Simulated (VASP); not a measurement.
# Li6I2NCl (Fm-3m) in VASP: further runs

Aim: see how the results for Li6I2NCl move with the level of theory and the settings. Levels: PBE, PBEsol. Tasks: single point.

Program: VASP 6.6.1. These are calculated values, not measurements. Logs are shortened: lines on timing, memory, paths and dates and some standing lists are left out, and cuts for length are marked.

## (1) The cell of the first run

It takes space group Fm-3m (No. 225, cubic). The conventional cell has a = 9.122 Å, b = 9.122 Å, c = 9.122 Å, α = 90.00°, β = 90.00°, γ = 90.00°. Cl (site symmetry m-3m) has 6 Li at 2.89 Å and 8 I at 3.95 Å within 4.0 Å. Within 4.3 Å of I (site symmetry -43m) lie 12 Li at 3.28 Å and 4 N at 3.95 Å and 4 Cl at 3.95 Å. Within 2.2 Å of N (site symmetry m-3m) lie 6 Li at 1.67 Å. Li (site symmetry 4mm) has 1 N at 1.67 Å within 2.2 Å.

## (2) Single point, PBE

INCAR reads:

```
SYSTEM = Li6I2NCl
ALGO = Normal
EDIFF = 1E-6
ENCUT = 520
GGA = PE
ISIF = 2
ISMEAR = -1
LASPH = .True.
LCHARG = .False.
LREAL = .False.
LWAVE = .False.
NBANDS = 33
NELM = 100
PREC = Accurate
SIGMA = 0.1
```

KPOINTS reads:

```
k-points
0
Gamma
  4 4 4
  0 0 0
```

POSCAR reads:

```
Li6I2NCl
1.0
    0.0000000000      4.5610290000      4.5610290000
    4.5610290000      0.0000000000      4.5610290000
    4.5610290000      4.5610290000      0.0000000000
Cl I N Li
1 2 1 6
Direct
    0.0000000000      0.0000000000      0.0000000000
    0.7500000000      0.7500000000      0.7500000000
    0.2500000000      0.2500000000      0.2500000000
    0.5000000000      0.5000000000      0.5000000000
    0.6834000000      0.3166000000      0.6834000000
    0.6834000000      0.3166000000      0.3166000000
    0.3166000000      0.6834000000      0.3166000000
    0.3166000000      0.6834000000      0.6834000000
    0.6834000000      0.6834000000      0.3166000000
    0.3166000000      0.3166000000      0.6834000000
```

Potentials or basis: VASP PAW PBE potentials, release 64 (Cl, I, N, Li_sv).

Started as:

```
> cat potpaw_PBE.64/Cl/POTCAR potpaw_PBE.64/I/POTCAR potpaw_PBE.64/N/POTCAR potpaw_PBE.64/Li_sv/POTCAR > POTCAR
> mpirun -np 1 vasp_std > vasp.out
```

OUTCAR:

```text
SYSTEM = Li6I2NCl
   EDIFF = 1E-6
   ENCUT = 520
   GGA = PE
   ISIF = 2
   ISMEAR = -1
   LASPH = .True.
   LREAL = .False.
   NELM = 100
   PREC = Accurate

 ion  position               nearest neighbor table
   1  0.000  0.000  0.000-
   2  0.750  0.750  0.750-
   3  0.250  0.250  0.250-
   4  0.500  0.500  0.500-   5 1.67   6 1.67   7 1.67   8 1.67   9 1.67  10 1.67
   5  0.683  0.317  0.683-   4 1.67   6 2.37   8 2.37   9 2.37  10 2.37
   6  0.683  0.317  0.317-   4 1.67   5 2.37   7 2.37   9 2.37  10 2.37
   7  0.317  0.683  0.317-   4 1.67   6 2.37   8 2.37   9 2.37  10 2.37
   8  0.317  0.683  0.683-   4 1.67   5 2.37   7 2.37   9 2.37  10 2.37
   9  0.683  0.683  0.317-   4 1.67   5 2.37   6 2.37   7 2.37   8 2.37
  10  0.317  0.317  0.683-   4 1.67   5 2.37   6 2.37   7 2.37   8 2.37

  LATTYP: Found a face centered cubic cell.
 ALAT       =     9.1220580000

  Lattice vectors:

 A1 = (   0.0000000000,   4.5610290000,   4.5610290000)
 A2 = (   4.5610290000,   0.0000000000,   4.5610290000)
 A3 = (   4.5610290000,   4.5610290000,   0.0000000000)

Analysis of symmetry for initial positions (statically):
=====================================================================
 Subroutine PRICEL returns:
 Original cell was already a primitive cell.

 Routine SETGRP: Setting up the symmetry group for a
 face centered cubic supercell.

 Subroutine GETGRP returns: Found 48 space group operations
 (whereof 48 operations were pure point group operations)
 out of a pool of 48 trial point group operations.

The static configuration has the point symmetry O_h .

Analysis of symmetry for dynamics (positions and initial velocities):
=====================================================================
 Subroutine PRICEL returns:
 Original cell was already a primitive cell.

 Routine SETGRP: Setting up the symmetry group for a
 face centered cubic supercell.

 Subroutine GETGRP returns: Found 48 space group operations
 (whereof 48 operations were pure point group operations)
 out of a pool of 48 trial point group operations.

The dynamic configuration has the point symmetry O_h .

 Subroutine INISYM returns: Found 48 space group operations
 (whereof 48 operations are pure point group operations),
[... 96 lines left out ...]
   LREAL  =      F    real-space projection
   EDIFFG = 0.1E-04   stopping-criterion for IOM
   NSW    =      0    number of steps for IOM
   IBRION =     -1    ionic relax: 0-MD 1-quasi-New 2-CG
   NFREE  =      0    steps in history (QN), initial steepest desc. (CG)
   ISIF   =      2    stress and relaxation
   ISYM   =      2    0-nonsym 1-usesym 2-fastsym
   POTIM  = 0.5000    time-step for ionic-motion
   TEBEG  =    0.0;   TEEND  =   0.0 temperature during run
   PSTRESS=    0.0 pullay stress
   NELECT =      44.0000    total number of electrons
   NUPDOWN=      -1.0000    fix difference up-down
   EMIN   =  10.00;   EMAX   =-10.00  energy-range for DOS
   EFERMI =   0.00;   METHOD = LEGACY
   ISMEAR =    -1;   SIGMA  =   0.10  broadening in eV -4-tet -1-fermi 0-gaus
   EFERMI_NEDOS =   21; number of points for ismear=-14 and -15
   IALGO  =     38    algorithm
   IMIX   =      4    mixing-type and parameters
     AMIX     =   0.40;   BMIX     =  1.00
     AMIX_MAG =   1.60;   BMIX_MAG =  1.00
  volume/ion in A,a.u.               =      18.98       128.06
  Fermi-wavevector in a.u.,A,eV,Ry     =   1.005741  1.900575 13.762501  1.011515
  Thomas-Fermi vector in A             =   2.138440
   LORBIT       =      0    0 simple, 1 ext, 2 COOP (PROOUT), +10 PAW based schemes
   GGA     = PE    functional components
   LHFCALC =     F    Hartree Fock is set to
   AEXX    =    0.0000 exact exchange contribution
   IVDW    =     0    specifies the selected vdW correction
   LEPSILON=     F    determine dielectric tensor
   LRPA    =     F    only Hartree local field effects (RPA)
 non-spin polarized calculation
  energy-cutoff  :      520.00
  volume of cell :      189.77
 maximum number of plane-waves:      5124
   NGX = 23   NGY = 23   NGZ = 23

 number of electron      44.0000017 magnetization

 Free energy of the ion-electron system (eV)
  ---------------------------------------------------
  ext. energy  EPLUGINS =         0.00000000
  ---------------------------------------------------
  free energy    TOTEN  =       -32.63598017 eV

  energy without entropy =      -32.63598010  energy(sigma->0) =      -32.63598013

 E-fermi :   3.6864     XC(G=0):  -8.1851

 val. band max:        1.8438668071   @ k =   0.0000   0.0000   0.0000
 cond. band min:       5.1232187713   @ k =   0.0000   0.0000   0.0000
 fundamental gap:      3.2793519641
 Fermi energy:         3.6864473549

 k-point     1 :       0.0000    0.0000    0.0000
  band No.  band energies     occupation
      1     -42.3117      2.00000
      2     -42.2065      2.00000
      3     -42.2065      2.00000
      4     -42.2065      2.00000
      5     -42.1573      2.00000
      6     -42.1573      2.00000
[... 277 lines left out ...]
     32       9.0117      0.00000
     33       9.3515      0.00000

------------------------ aborting loop because EDIFF is reached ----------------------------------------

  FORCE on cell =-STRESS in cart. coord.  units (eV):
  Direction    XX          YY          ZZ          XY          YZ          ZX
  --------------------------------------------------------------------------------------
  -------------------------------------------------------------------------------------
  Total        8.0498018      8.0498018      8.0498018     -0.0000000      0.0000000      0.0000000
  in kB       67.9637406     67.9637406     67.9637406     -0.0000000      0.0000000      0.0000000
  external PRESSURE =      67.9637406 kB  Pullay stress =       0.0000000 kB

 VOLUME and BASIS-vectors are now :
 -----------------------------------------------------------------------------
  energy-cutoff  :      520.00
  volume of cell :      189.77
      direct lattice vectors                 reciprocal lattice vectors
     0.000000000  4.561029000  4.561029000    -0.109624385  0.109624385  0.109624385
     4.561029000  0.000000000  4.561029000     0.109624385 -0.109624385  0.109624385
     4.561029000  4.561029000  0.000000000     0.109624385  0.109624385 -0.109624385

 POSITION                                       TOTAL-FORCE (eV/Angst)
 -----------------------------------------------------------------------------------
      0.00000      0.00000      0.00000        -0.000000      0.000000      0.000000
      6.84154      6.84154      6.84154        -0.000000      0.000000     -0.000000
      2.28051      2.28051      2.28051         0.000000      0.000000      0.000000
      4.56103      4.56103      4.56103        -0.000000      0.000000      0.000000
      4.56103      6.23401      4.56103        -0.000000      3.315106      0.000000
      2.88804      4.56103      4.56103        -3.315106      0.000000      0.000000
      4.56103      2.88804      4.56103        -0.000000     -3.315106      0.000000
      6.23401      4.56103      4.56103         3.315106      0.000000      0.000000
      4.56103      4.56103      6.23401        -0.000000      0.000000      3.315106
      4.56103      4.56103      2.88804        -0.000000      0.000000     -3.315106
 -----------------------------------------------------------------------------------
    total drift:                                0.000000     -0.000000      0.000000

  FREE ENERGIE OF THE ION-ELECTRON SYSTEM (eV)
  ---------------------------------------------------
  free  energy   TOTEN  =       -32.6359801669 eV

  energy  without entropy=      -32.6359801009  energy(sigma->0) =      -32.63598013
```

OSZICAR:

```text
N       E                     dE             d eps       ncg     rms          rms(c)
DAV:   1     0.319828963658E+03    0.31983E+03   -0.18644E+04   528   0.130E+03
DAV:   2     0.529603178158E+01   -0.31453E+03   -0.29484E+03   648   0.312E+02
DAV:   3    -0.403616331172E+02   -0.45658E+02   -0.45364E+02   802   0.949E+01
DAV:   4    -0.460843800629E+02   -0.57227E+01   -0.56517E+01   880   0.344E+01
DAV:   5    -0.466169346164E+02   -0.53255E+00   -0.53244E+00   823   0.730E+00    0.157E+01
DAV:   6    -0.330755828894E+02    0.13541E+02   -0.30663E+01   601   0.214E+01    0.515E+00
DAV:   7    -0.330014673877E+02    0.74116E-01   -0.95518E+00   702   0.120E+01    0.559E+00
DAV:   8    -0.328789785490E+02    0.12249E+00   -0.26501E+00   634   0.653E+00    0.221E+00
DAV:   9    -0.326199078665E+02    0.25907E+00   -0.57173E-01   683   0.475E+00    0.136E+00
DAV:  10    -0.326336614504E+02   -0.13754E-01   -0.17530E-01   654   0.150E+00    0.776E-01
DAV:  11    -0.326429908328E+02   -0.93294E-02   -0.32632E-02   637   0.697E-01    0.585E-01
DAV:  12    -0.326356385268E+02    0.73523E-02   -0.27840E-02   675   0.709E-01    0.152E-01
DAV:  13    -0.326359808747E+02   -0.34235E-03   -0.29383E-03   672   0.235E-01    0.946E-02
DAV:  14    -0.326360011945E+02   -0.20320E-04   -0.65555E-04   716   0.111E-01    0.406E-02
DAV:  15    -0.326359782199E+02    0.22975E-04   -0.25973E-04   646   0.651E-02    0.145E-02
DAV:  16    -0.326359804771E+02   -0.22572E-05   -0.25608E-05   725   0.222E-02    0.899E-03
DAV:  17    -0.326359801669E+02    0.31017E-06   -0.13141E-06   474   0.608E-03
   1 F= -.32635980E+02 E0= -.32635980E+02  d E =-.660859E-07
```

It took 75 s on 1 thread of Intel Xeon Platinum 8488C (Sapphire Rapids), shared host; peak memory 0.35 GiB.

Results:

- Free energy: -32.6360 eV
- Largest force: 3.315 eV/Å
- Band gap on the k mesh: 3.28 eV

Forces on the atoms (eV/Å):
```
Cl   0.000  0.000  0.000
I    0.000  0.000  0.000
I    0.000  0.000  0.000
N    0.000  0.000  0.000
Li   0.000  3.315  0.000
Li  -3.315  0.000  0.000
Li   0.000 -3.315  0.000
Li   3.315  0.000  0.000
Li   0.000  0.000  3.315
Li   0.000  0.000 -3.315
```

Levels at points of the mesh, in eV from the valence-band top:
```csv
k point,band 19,band 20,band 21,band 22,band 23,band 24,band 25,band 26
"(0.00, 0.00, 0.00)",-1.49,0.00,0.00,0.00,3.28,4.66,4.66,5.75
"(0.50, 0.00, 0.00)",-1.27,-0.34,-0.12,-0.12,4.93,5.29,5.76,5.77
"(0.50, 0.50, 0.00)",-1.04,-0.54,-0.03,-0.03,3.82,4.38,4.94,5.18
```

Caveat: the cutoff is under 1.25 times the usual one of these potentials, so pressure, stress and relaxed cells hold a basis-set (Pulay) error; spin-orbit coupling is left out, which moves the levels of the heavy elements; forces of over 1 eV/Å act on the atoms, so gaps and moduli don't describe the material at rest.

(Continued in part 2 of 2.)
